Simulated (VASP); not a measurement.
Write the native input for VASP 6.6.1 that does the following.

* Task: relaxation of cell and atoms
* Functional: PBE
* Potentials or basis: VASP PAW PBE potentials, release 64 (Na_pv, Os)
* Cutoff: 600 eV
* k mesh: 4 × 4 × 4
* Occupations: gaussian, width 0.1 eV
* Spin: no spin polarisation
* Dipole correction: no
* Further INCAR settings: ALGO = Normal; EDIFF = 1e-07; IBRION = 2; EDIFFG = -0.04; NSW = 90; ISIF = 3

The structure of Na4Os lies in POSCAR:

```
Na4Os
1.0
    4.7274055300      0.0000000000      0.0000000000
    0.0000000000      4.7274055300      0.0000000000
    0.0000000000      0.0000000000      4.7274055300
Na Os
4 1
Direct
    0.2500000000      0.2500000000      0.2500000000
    0.7500000000      0.7500000000      0.2500000000
    0.2500000000      0.7500000000      0.7500000000
    0.7500000000      0.2500000000      0.7500000000
    0.0000000000      0.0000000000      0.0000000000
```

One way to write it, as run:

INCAR

```
SYSTEM = Na4Os
ALGO     = Normal         ! electronic algorithm
EDIFF    = 1E-7           ! SCF threshold, eV
EDIFFG   = -0.04          ! ionic threshold
ENCUT    = 600            ! plane-wave cutoff, eV
GGA      = PE             ! functional
GGA_COMPAT= .False.      
IBRION   = 2              ! ionic algorithm
ISIF     = 3              ! what is computed and relaxed
ISMEAR   = 0              ! smearing method
LASPH    = .True.         ! aspherical terms in the spheres
LCHARG   = .False.        ! write CHGCAR
LREAL    = .False.        ! projectors in reciprocal space
LWAVE    = .False.        ! write WAVECAR
NELM     = 120            ! most SCF steps
NELMIN   = 4            
NSW      = 90             ! ionic steps
PREC     = Accurate       ! precision mode
SIGMA    = 0.1            ! smearing width, eV
```

KPOINTS

```
k-points
0
Gamma
  4 4 4
  0 0 0
```

Potentials or basis: VASP PAW PBE potentials, release 64 (Na_pv, Os).

The run is started by

```sh
$ cat potpaw_PBE.64/Na_pv/POTCAR potpaw_PBE.64/Os/POTCAR > POTCAR
$ mpirun -np 1 vasp_std > vasp.out
```

It gave:

```yaml
Relaxed_volume: 33.59 Å³/atom
Relaxed_cell: a = 5.517 Å, b = 5.517 Å, c = 5.517 Å, α = 90.00°, β = 90.00°, γ = 90.00°
Space_group_after_relaxing_to_0.05_Å: P-43m (No. 215)
Energy_gained_by_relaxing: 1202.2 meV/atom
Ionic_steps: 2
Pressure_after_relaxing: 0.0 GPa
Band_gap_on_the_k_mesh: zero (band 18 reaches 0.23 eV, above the bottom of band 19 at 0.04 eV)
```

Caveat: the volume moved by over 15 % at a fixed basis, so the end points are rough; spin-orbit coupling is left out, which moves the levels of the heavy elements.

Wall time 63 s on 1 thread of Intel(R) Xeon(R) Platinum 8259CL CPU @ 2.50GHz (Skylake/Cascade Lake) (shared host), peak memory 0.25 GiB.
